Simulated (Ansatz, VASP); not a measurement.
## One calculation of TlHS, two programs

INCAR

```
SYSTEM = TlHS
  ALGO = Normal
  EDIFF = 1E-6
  ENCUT = 520
  GGA = PE
  ISIF = 2
  ISMEAR = 0
  LASPH = .TRUE.
  LCHARG = .FALSE.
  LREAL = .FALSE.
  LWAVE = .FALSE.
  NBANDS = 17
  NELM = 60
  PREC = Accurate
  SIGMA = 0.01
```

KPOINTS

```
k-points
0
G
  1 1 1
  0 0 0
```

Contents of POSCAR:

```
TlHS
1.0
   10.3600000000      0.0000000000      0.0000000000
    0.0000000000      9.0000000000      0.0000000000
    0.0000000000      0.0000000000     11.7200000000
Tl S H
1 1 1
Direct
    0.4525000000      0.5000000000      0.3839590400
    0.4343629300      0.5000000000      0.6077628000
    0.5658957500      0.5000000000      0.6163003400
```

Input for Ansatz:

```yaml
crystal:
  lattice:
    - [10.36, 0.0, 0.0]
    - [0.0, 9.0, 0.0]
    - [0.0, 0.0, 11.72]
  atoms:
    - { symbol: Tl, position: [0.4525, 0.5, 0.38395904] }
    - { symbol: S, position: [0.43436293, 0.5, 0.6077628] }
    - { symbol: H, position: [0.56589575, 0.5, 0.61630034] }
basis:
  ecutwfc: 420
  ecutrho_ratio: 4
kpoints:
  mp_grid: { grid: [1, 1, 1] }
hamiltonian:
  xc: pbe
scf:
  occupations: { method: gaussian, width: 0.01 }
output:
  forces: true
  eigenvalues: true
  populations: true
```

Alike in both runs: task single point; functional PBE; k mesh 1 × 1 × 1; occupations gaussian, width 0.01 eV; no spin polarisation.

|  | VASP | Ansatz |
| --- | --- | --- |
| version | VASP 6.6.1 | Ansatz 0.2.0 |
| potentials or method | VASP PAW PBE potentials, release 64 (Tl_d, S, H), cutoff 520 eV | scalar-relativistic, plane waves, PAW |
| valence electrons in the cell | 20 | 20 |

|  | VASP | Ansatz | Ansatz less VASP |
| --- | --- | --- | --- |
| gap on the k mesh at the Fermi level (eV) | 2.87 | 2.87 | -0.003 |
| rms of the force components (eV/Å) | 0.162 | 0.130 | -0.0318 |

Atom by atom the forces differ by 0.034 eV/Å (rms over components).

Spin-orbit coupling is off throughout.
